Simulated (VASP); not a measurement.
# Na (P-1) in VASP: single point with PBE

Aim: the single point of Na with PBE.

Program: VASP 6.6.1. These are calculated values, not measurements. Logs are shortened: lines on timing, memory, paths and dates and some standing lists are left out, and cuts for length are marked.

### 1 The cell of the first run

The typed cell holds 2 atoms: a = 3.767 Å, b = 3.800 Å, c = 6.155 Å, α = 90.41°, β = 91.14°, γ = 120.85°.

### 2 Single point, PBE (equal xy, yz and zx shear strains of -2 %)

INCAR reads:

```
ALGO = Normal
EDIFF = 1E-7
ENCUT = 520
GGA = PE
ISIF = 2
ISMEAR = -1
LASPH = T
LCHARG = T
LELF = T
LREAL = F
LVHAR = T
LWAVE = F
NBANDS = 14
NELM = 80
PREC = Accurate
SIGMA = 0.05
```

KPOINTS reads:

```
k-points
0
Gamma
  13 13 7
```

POSCAR reads:

```
Na
1.0
    3.7670009976     -0.0376700100     -0.0376700100
   -1.9161236844      3.2811535650     -0.0137881806
   -0.0615400000     -0.0615400000      6.1540000000
Na
2
Direct
    0.3333333333      0.6666666667      0.2500000000
    0.6666666667      0.3333333333      0.7500000000
```

Potentials or basis: VASP PAW PBE potentials, release 64 (Na_pv).

The run is started by

```console
$ cat potpaw_PBE.64/Na_pv/POTCAR > POTCAR
$ mpirun -np 1 vasp_std > vasp.out
```

OUTCAR:

```text
EDIFF = 1E-7
   ENCUT = 520
   GGA = PE
   ISIF = 2
   ISMEAR = -1
   LASPH = T
   LREAL = F
   NELM = 80
   PREC = Accurate

 ion  position               nearest neighbor table
   1  0.333  0.667  0.250-
   2  0.667  0.333  0.750-

  LATTYP: Found a triclinic cell.
 ALAT       =     3.7347798256
 B/A-ratio  =     1.0087281861
 C/A-ratio  =     1.6479191965
 COS(alpha) =     0.0198960208
 COS(beta)  =     0.0274156886
 COS(gamma) =     0.4869832429

  Lattice vectors:

 A1 = (   1.8508773132,   3.2434835550,  -0.0514581906)
 A2 = (   3.7670009976,  -0.0376700100,  -0.0376700100)
 A3 = (   0.0615400000,   0.0615400000,  -6.1540000000)

Analysis of symmetry for initial positions (statically):
=====================================================================
 Subroutine PRICEL returns:
 Original cell was already a primitive cell.

 Routine SETGRP: Setting up the symmetry group for a
 triclinic supercell.

 Subroutine GETGRP returns: Found  2 space group operations
 (whereof  2 operations were pure point group operations)
 out of a pool of  2 trial point group operations.

The static configuration has the point symmetry S_2 .

Analysis of symmetry for dynamics (positions and initial velocities):
=====================================================================
 Subroutine PRICEL returns:
 Original cell was already a primitive cell.

 Routine SETGRP: Setting up the symmetry group for a
 triclinic supercell.

 Subroutine GETGRP returns: Found  2 space group operations
 (whereof  2 operations were pure point group operations)
 out of a pool of  2 trial point group operations.

The dynamic configuration has the point symmetry S_2 .

 Subroutine INISYM returns: Found  2 space group operations
 (whereof  2 operations are pure point group operations),
 and found     1 'primitive' translations

----------------------------------------------------------------------------------------

                                     Primitive cell

  volume of cell :      75.6046

  direct lattice vectors                    reciprocal lattice vectors
     3.767000998 -0.037670010 -0.037670010     0.267065249  0.155978185  0.004230434
    -1.916123684  3.281153565 -0.013788181     0.003096893  0.306592395  0.003096893
    -0.061540000 -0.061540000  6.154000000     0.001641705  0.001641705  0.162528772

  length of vectors
     3.767377679  3.799695883  6.154615369     0.309307191  0.306623675  0.162545354

  position of ions in fractional coordinates (direct lattice)
     0.333333333  0.666666667  0.250000000
     0.666666667  0.333333333  0.750000000

  ion indices of the primitive-cell ions
   primitive index   ion index
                 1           1
                 2           2

----------------------------------------------------------------------------------------

 KPOINTS: k-points

Automatic generation of k-mesh.
 Grid dimensions read from file:
 generate k-points for:   13   13    7

 Generating k-lattice:

  Cartesian coordinates                     Fractional coordinates (reciprocal lattice)
     0.020543481  0.011998322  0.000325418     0.076923077  0.000000000  0.000000000
     0.000238223  0.023584030  0.000238223     0.000000000  0.076923077  0.000000000
     0.000234529  0.000234529  0.023218396     0.000000000 -0.000000000  0.142857143

  Length of vectors
     0.023792861  0.023586437  0.023220765

  Shift w.r.t. Gamma in fractional coordinates (k-lattice)
     0.000000000  0.000000000  0.000000000

 Subroutine IBZKPT returns following result:
 ===========================================

 Found    592 irreducible k-points:

 Following reciprocal coordinates:
            Coordinates               Weight
  0.000000  0.000000  0.000000      1.000000
  0.076923 -0.000000 -0.000000      2.000000
  0.153846 -0.000000  0.000000      2.000000
  0.230769 -0.000000  0.000000      2.000000
  0.307692 -0.000000  0.000000      2.000000
  0.384615 -0.000000 -0.000000      2.000000
[... 16 lines left out ...]
  0.153846  0.153846  0.000000      2.000000
  0.230769  0.153846 -0.000000      2.000000
 [... further k-points ...]
   k-points           NKPTS =    592   k-points in BZ     NKDIM =    592   number of bands    NBANDS=     14
   number of dos      NEDOS =    301   number of ions     NIONS =      2
   total plane-waves  NPLWV =  37632
   dimension x,y,z NGX =    28 NGY =   28 NGZ =   48
   dimension x,y,z NGXF=    56 NGYF=   56 NGZF=   96
   ions per type =               2
   NGX,Y,Z   is equivalent  to a cutoff of  12.36, 12.25, 12.97 a.u.
   NGXF,Y,Z  is equivalent  to a cutoff of  24.71, 24.50, 25.93 a.u.
 SYSTEM =  unknown system
   PREC   = accura    normal or accurate (medium, high low for compatibility)
   ISTART =      0    job   : 0-new  1-cont  2-samecut
   ICHARG =      2    charge: 1-file 2-atom 10-const
   ISPIN  =      1    spin polarized calculation?
   LNONCOLLINEAR =      F non collinear calculations
   LSORBIT =      F    spin-orbit coupling
   LASPH  =      T    aspherical Exc in radial PAW
   ENCUT  =  520.0 eV  38.22 Ry    6.18 a.u.   7.00  7.06 11.44*2*pi/ulx,y,z
   NELM   =     80;   NELMIN=  2; NELMDL= -5     # of ELM steps
   EDIFF  = 0.1E-06   stopping-criterion for ELM
   LREAL  =      F    real-space projection
   EDIFFG = 0.1E-05   stopping-criterion for IOM
   NSW    =      0    number of steps for IOM
   IBRION =     -1    ionic relax: 0-MD 1-quasi-New 2-CG
   NFREE  =      0    steps in history (QN), initial steepest desc. (CG)
   ISIF   =      2    stress and relaxation
   ISYM   =      2    0-nonsym 1-usesym 2-fastsym
   POTIM  = 0.5000    time-step for ionic-motion
   TEBEG  =    0.0;   TEEND  =   0.0 temperature during run
   PSTRESS=    0.0 pullay stress
   NELECT =      14.0000    total number of electrons
   NUPDOWN=      -1.0000    fix difference up-down
   EMIN   =  10.00;   EMAX   =-10.00  energy-range for DOS
   EFERMI =   0.00;   METHOD = LEGACY
   ISMEAR =    -1;   SIGMA  =   0.05  broadening in eV -4-tet -1-fermi 0-gaus
   EFERMI_NEDOS =   21; number of points for ismear=-14 and -15
   IALGO  =     38    algorithm
   IMIX   =      4    mixing-type and parameters
     AMIX     =   0.40;   BMIX     =  1.00
     AMIX_MAG =   1.60;   BMIX_MAG =  1.00
  volume/ion in A,a.u.               =      37.80       255.10
  Fermi-wavevector in a.u.,A,eV,Ry     =   0.933114  1.763330 11.846616  0.870702
  Thomas-Fermi vector in A             =   2.059782
   LORBIT       =      0    0 simple, 1 ext, 2 COOP (PROOUT), +10 PAW based schemes
   GGA     = PE    functional components
   LHFCALC =     F    Hartree Fock is set to
   AEXX    =    0.0000 exact exchange contribution
   IVDW    =     0    specifies the selected vdW correction
   LEPSILON=     F    determine dielectric tensor
   LRPA    =     F    only Hartree local field effects (RPA)
 non-spin polarized calculation
  energy-cutoff  :      520.00
  volume of cell :       75.60
 maximum number of plane-waves:      2053
   NGX = 13   NGY = 15   NGZ = 23

 number of electron      14.0000008 magnetization

 Free energy of the ion-electron system (eV)
  ---------------------------------------------------
  ext. energy  EPLUGINS =         0.00000000
  ---------------------------------------------------
  free energy    TOTEN  =        -2.62399830 eV

  energy without entropy =       -2.61557054  energy(sigma->0) =       -2.61978442

 E-fermi :   0.2698     XC(G=0):  -6.4509

 val. band max:        0.2664946533   @ k =  -0.2308  -0.0769   0.2857
 cond. band min:       0.2712056006   @ k =   0.1538   0.4615  -0.0000
 fundamental gap:      0.0047109473
 Fermi energy:         0.2698092665

 k-point     1 :       0.0000    0.0000    0.0000
  band No.  band energies     occupation
      1     -24.6715      2.00000
      2     -24.6439      2.00000
      3     -24.6436      2.00000
      4     -24.6394      2.00000
      5     -24.6390      2.00000
      6     -24.6387      2.00000
      7      -2.9651      2.00000
      8       0.8258      0.00003
      9       1.2128      0.00000
     10       9.9880      0.00000
     11      10.3042      0.00000
     12      10.3077      0.00000
     13      10.5560      0.00000
     14      10.7624      0.00000

 k-point     2 :       0.0769   -0.0000   -0.0000
  band No.  band energies     occupation
      1     -24.6709      2.00000
      2     -24.6453      2.00000
      3     -24.6441      2.00000
      4     -24.6409      2.00000
      5     -24.6393      2.00000
      6     -24.6390      2.00000
      7      -2.8771      2.00000
      8       0.9017      0.00001
      9       1.3012      0.00000
     10       8.8144      0.00000
     11       9.3024      0.00000
     12       9.8385      0.00000
     13      11.1447      0.00000
     14      11.4044      0.00000

 k-point     3 :       0.1538   -0.0000    0.0000
  band No.  band energies     occupation
      1     -24.6690      2.00000
      2     -24.6493      2.00000
      3     -24.6454      2.00000
      4     -24.6449      2.00000
      5     -24.6401      2.00000
      6     -24.6397      2.00000
      7      -2.6139      2.00000
      8       1.1302      0.00000
      9       1.5626      0.00000
     10       7.0708      0.00000
     11       8.5822      0.00000
     12       8.9325      0.00000
     13      10.3467      0.00000
     14      11.2863      0.00000
[... 324 lines left out ...]
 k-point    23 :       0.1538    0.1538    0.0000
  band No.  band energies     occupation
      1     -24.6648      2.00000
      2     -24.6565      2.00000
      3     -24.6553      2.00000
      4     -24.6469      2.00000
      5     -24.6426      2.00000
      6     -24.6417      2.00000
      7      -1.9186      2.00000
      8       1.7440      0.00000
      9       2.2275      0.00000
     10       5.3344      0.00000
     11       5.7970      0.00000
     12       8.7121      0.00000
     13       8.9262      0.00000
     14       9.4115      0.00000

 k-point    24 :       0.2308    0.1538   -0.0000
  band No.  band energies     occupation
      1     -24.6623      2.00000
      2     -24.6607      2.00000
      3     -24.6594      2.00000
      4     -24.6494      2.00000
      5     -24.6445      2.00000
      6     -24.6434      2.00000
      7      -1.3147      2.00000
      8       2.2829      0.00000
      9       2.7364      0.00000
     10       4.1320      0.00000
     11       5.0727      0.00000
     12       7.3890      0.00000
     13       8.2244      0.00000
     14       8.3837      0.00000

 [... further k-points ...]

------------------------ aborting loop because EDIFF is reached ----------------------------------------

  FORCE on cell =-STRESS in cart. coord.  units (eV):
  Direction    XX          YY          ZZ          XY          YZ          ZX
  --------------------------------------------------------------------------------------
  -------------------------------------------------------------------------------------
  Total       -0.0848973     -0.0853992     -0.0333269      0.0321238      0.0352496      0.0349651
  in kB       -1.7991028     -1.8097394     -0.7062474      0.6807515      0.7469921      0.7409631
  external PRESSURE =      -1.4383632 kB  Pullay stress =       0.0000000 kB

 VOLUME and BASIS-vectors are now :
 -----------------------------------------------------------------------------
  energy-cutoff  :      520.00
  volume of cell :       75.60
      direct lattice vectors                 reciprocal lattice vectors
     3.767000998 -0.037670010 -0.037670010     0.267065249  0.155978185  0.004230434
    -1.916123684  3.281153565 -0.013788181     0.003096893  0.306592395  0.003096893
    -0.061540000 -0.061540000  6.154000000     0.001641705  0.001641705  0.162528772

 POSITION                                       TOTAL-FORCE (eV/Angst)
 -----------------------------------------------------------------------------------
     -0.03713      2.15949      1.51675         0.008067      0.000193      0.000813
      1.82647      1.02245      4.58579        -0.008067     -0.000193     -0.000813
 -----------------------------------------------------------------------------------
    total drift:                                0.000000     -0.000000      0.000000

  FREE ENERGIE OF THE ION-ELECTRON SYSTEM (eV)
  ---------------------------------------------------
  free  energy   TOTEN  =        -2.6239983006 eV

  energy  without entropy=       -2.6155705414  energy(sigma->0) =       -2.61978442
```

Run time: 8 min. Hardware: 1 thread of Oxide Virtual Turin-like, shared host; peak memory 0.5 GiB.

What came out:

| Item | Value |
| --- | --- |
| Free energy | -2.6240 eV |
| Pressure | -0.1 GPa |
| Largest force | 0.008 eV/Å |
| Band gap on the k mesh | zero (band 7 reaches 1.85 eV, above the bottom of band 8 at -1.64 eV) |

Forces on the atoms (eV/Å):
```
Na   0.008  0.000  0.001
Na  -0.008  0.000 -0.001
```

Levels at points of the mesh, in eV from the Fermi level:
```tsv
k point	band 5	band 6	band 7	band 8	band 9	band 10
(0.00, 0.00, 0.00)	-24.91	-24.91	-3.23	0.56	0.94	9.72
```

Caveat: the cell differs from its parent crystal (equal xy, yz and zx shear strains of -2 %).
